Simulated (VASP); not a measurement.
# BaTiO3 (Pm-3m) in VASP: further runs, part 2 of 2

VASP 6.6.1. The steps go on from the part before.

### Step 4. Single point, PBEsol

INCAR reads:

```
PREC = Accurate
ENCUT = 910
EDIFF = 1E-6
ISMEAR = -1
SIGMA = 0.03
LREAL = F
LASPH = T
NELM = 120
ALGO = Normal
ISIF = 2
LWAVE = F
LCHARG = T
GGA = PS
LELF = T
LVHAR = T
NBANDS = 28
GGA_COMPAT = F
```

KPOINTS reads:

```
regular mesh
0
Gamma
  6 6 6
```

POSCAR reads:

```
BaTiO3
1.0
    3.9698010395      0.0000000000      0.0000000000
    0.0000000000      3.9698010395      0.0000000000
    0.0000000000      0.0000000000      3.9698010395
Ba Ti O
1 1 3
Direct
    0.0000000000      0.0000000000      0.0000000000
    0.5000000000      0.5000000000      0.5000000000
    0.5000000000      0.5000000000      0.0000000000
    0.5000000000      0.0000000000      0.5000000000
    0.0000000000      0.5000000000      0.5000000000
```

Potentials or basis: VASP PAW PBE potentials, release 64 (Ba_sv, Ti_sv, O_h).

Run with:

```sh
$ cat potpaw_PBE.64/Ba_sv/POTCAR potpaw_PBE.64/Ti_sv/POTCAR potpaw_PBE.64/O_h/POTCAR > POTCAR
$ mpirun -np 1 vasp_std > vasp.out
```

OUTCAR:

```text
PREC = Accurate
   ENCUT = 910
   EDIFF = 1E-6
   ISMEAR = -1
   LREAL = F
   LASPH = T
   NELM = 120
   ISIF = 2
   GGA = PS

 ion  position               nearest neighbor table
   1  0.000  0.000  0.000-   3 2.81   4 2.81   5 2.81   4 2.81   5 2.81   3 2.81   5 2.81   5 2.81
                             3 2.81   4 2.81   4 2.81   3 2.81   2 3.44   2 3.44   2 3.44   2 3.44
   2  0.500  0.500  0.500-   3 1.98   4 1.98   5 1.98   3 1.98   4 1.98   5 1.98   1 3.44   1 3.44
                             1 3.44   1 3.44   1 3.44   1 3.44   1 3.44   1 3.44
   3  0.500  0.500  0.000-   2 1.98   2 1.98   1 2.81   1 2.81   1 2.81   1 2.81
   4  0.500  0.000  0.500-   2 1.98   2 1.98   1 2.81   1 2.81   1 2.81   1 2.81
   5  0.000  0.500  0.500-   2 1.98   2 1.98   1 2.81   1 2.81   1 2.81   1 2.81

  LATTYP: Found a simple cubic cell.
 ALAT       =     3.9698010395

  Lattice vectors:

 A1 = (   3.9698010395,   0.0000000000,   0.0000000000)
 A2 = (   0.0000000000,   3.9698010395,   0.0000000000)
 A3 = (   0.0000000000,   0.0000000000,   3.9698010395)

Analysis of symmetry for initial positions (statically):
=====================================================================
 Subroutine PRICEL returns:
 Original cell was already a primitive cell.

 Routine SETGRP: Setting up the symmetry group for a
 simple cubic supercell.

 Subroutine GETGRP returns: Found 48 space group operations
 (whereof 48 operations were pure point group operations)
 out of a pool of 48 trial point group operations.

The static configuration has the point symmetry O_h .

Analysis of symmetry for dynamics (positions and initial velocities):
=====================================================================
 Subroutine PRICEL returns:
 Original cell was already a primitive cell.

 Routine SETGRP: Setting up the symmetry group for a
 simple cubic supercell.

 Subroutine GETGRP returns: Found 48 space group operations
 (whereof 48 operations were pure point group operations)
 out of a pool of 48 trial point group operations.

[... 122 lines left out ...]
  volume/ion in A,a.u.               =      12.51        84.44
  Fermi-wavevector in a.u.,A,eV,Ry     =   1.410347  2.665170 27.063072  1.989080
  Thomas-Fermi vector in A             =   2.532310
   LORBIT       =      0    0 simple, 1 ext, 2 COOP (PROOUT), +10 PAW based schemes
   GGA     = PS    functional components
   LHFCALC =     F    Hartree Fock is set to
   AEXX    =    0.0000 exact exchange contribution
   IVDW    =     0    specifies the selected vdW correction
   LEPSILON=     F    determine dielectric tensor
   LRPA    =     F    only Hartree local field effects (RPA)
 non-spin polarized calculation
  energy-cutoff  :      910.00
  volume of cell :       62.56
 maximum number of plane-waves:      3948
 NGX is ok and might be reduce to    40
   NGX = 19   NGY = 19   NGZ = 19

 number of electron      40.0000011 magnetization

 Free energy of the ion-electron system (eV)
  ---------------------------------------------------
  ext. energy  EPLUGINS =         0.00000000
  ---------------------------------------------------
  free energy    TOTEN  =       -41.99732035 eV

  energy without entropy =      -41.99732035  energy(sigma->0) =      -41.99732035

 E-fermi :   4.9807     XC(G=0): -11.6525

 val. band max:        4.2485280587   @ k =   0.5000   0.5000   0.5000
 cond. band min:       5.9970597325   @ k =   0.0000   0.0000   0.0000
 fundamental gap:      1.7485316737
 Fermi energy:         4.9807346894

 k-point     1 :       0.0000    0.0000    0.0000
  band No.  band energies     occupation
      1     -52.0159      2.00000
      2     -28.3540      2.00000
      3     -28.3540      2.00000
      4     -28.3540      2.00000
      5     -20.4538      2.00000
      6     -12.6197      2.00000
[... 609 lines left out ...]
     27      12.2443      0.00000
     28      12.2443      0.00000

------------------------ aborting loop because EDIFF is reached ----------------------------------------

  FORCE on cell =-STRESS in cart. coord.  units (eV):
  Direction    XX          YY          ZZ          XY          YZ          ZX
  --------------------------------------------------------------------------------------
  -------------------------------------------------------------------------------------
  Total        0.6570205      0.6570205      0.6570205     -0.0000000     -0.0000000      0.0000000
  in kB       16.8260934     16.8260934     16.8260934     -0.0000000     -0.0000000      0.0000000
  external PRESSURE =      16.8260934 kB  Pullay stress =       0.0000000 kB

 VOLUME and BASIS-vectors are now :
 -----------------------------------------------------------------------------
  energy-cutoff  :      910.00
  volume of cell :       62.56
      direct lattice vectors                 reciprocal lattice vectors
     3.969801040  0.000000000  0.000000000     0.251901793  0.000000000  0.000000000
     0.000000000  3.969801040  0.000000000     0.000000000  0.251901793  0.000000000
     0.000000000  0.000000000  3.969801040     0.000000000  0.000000000  0.251901793

 POSITION                                       TOTAL-FORCE (eV/Angst)
 -----------------------------------------------------------------------------------
      0.00000      0.00000      0.00000         0.000000      0.000000      0.000000
      1.98490      1.98490      1.98490         0.000000      0.000000      0.000000
      1.98490      1.98490      0.00000         0.000000      0.000000      0.000000
      1.98490      0.00000      1.98490         0.000000      0.000000      0.000000
      0.00000      1.98490      1.98490         0.000000      0.000000      0.000000
 -----------------------------------------------------------------------------------
    total drift:                                0.000000      0.000000     -0.000000

  FREE ENERGIE OF THE ION-ELECTRON SYSTEM (eV)
  ---------------------------------------------------
  free  energy   TOTEN  =       -41.9973203519 eV

  energy  without entropy=      -41.9973203519  energy(sigma->0) =      -41.99732035
```

stdout:

```text
POSCAR found type information on POSCAR BaTiO
 POSCAR found :  3 types and       5 ions
 scaLAPACK will be used
 -----------------------------------------------------------------------------
|                                                                             |
|                                                                             |
|     You enforced a specific xc type in the INCAR file but a different       |
|     I HOPE YOU KNOW WHAT YOU ARE DOING!                                     |
|                                                                             |
 -----------------------------------------------------------------------------

 LDA part: xc-table for (Slater+PW92), standard interpolation
 POSCAR, INCAR and KPOINTS ok, starting setup
 FFT: planning ... GRIDC
 FFT: planning ... GRID_SOFT
 FFT: planning ... GRID
 WAVECAR not read
 entering main loop
```

Wall time 93 s (1 thread of Intel Xeon 6975P-C (Granite Rapids), shared host); peak memory 0.29 GiB.

What came out:

- Free energy: -41.9973 eV
- Pressure: 1.7 GPa
- Band gap on the k mesh: 1.75 eV, indirect (least direct gap 1.87 eV)

Caveat: the cutoff is under 1.25 times the usual one of these potentials, so pressure, stress and relaxed cells hold a basis-set (Pulay) error; the PAW data sets were made with another functional, which shifts forces and pressure a little; spin-orbit coupling is left out, which moves the levels of the heavy elements.

### Step 5. Overview

```tsv
task	potentials or basis	cell	cutoff (eV)	second run	gap on the mesh (eV)	pressure (GPa)
single point	VASP PAW PBE potentials, release 64 (Ba_sv, Ti_sv, O)	a = 3.970 Å, 5 atoms	520	-	1.74	2.0
relaxation of cell and atoms	VASP PAW PBE potentials, release 64 (Ba_sv, Ti_sv, O)	relaxed from a = 4.336 Å, 5 atoms	600	-	1.73	-0.1
single point	VASP PAW PBE potentials, release 64 (Ba_sv, Ti_sv, O_h)	a = 3.970 Å, 5 atoms	910	hard_potentials	1.75	1.7
```

Alike in all rows: level PBEsol; no spin polarisation; k mesh 6 × 6 × 6; smearing fermi-dirac 0.03 eV.

Caveats: the PAW data sets were made with another functional, which shifts forces and pressure a little; spin-orbit coupling is left out, which moves the levels of the heavy elements; the cutoff is under 1.25 times the usual one of these potentials, so pressure, stress and relaxed cells hold a basis-set (Pulay) error (some runs).

Absolute energies hang on the potentials; compare differences alone.
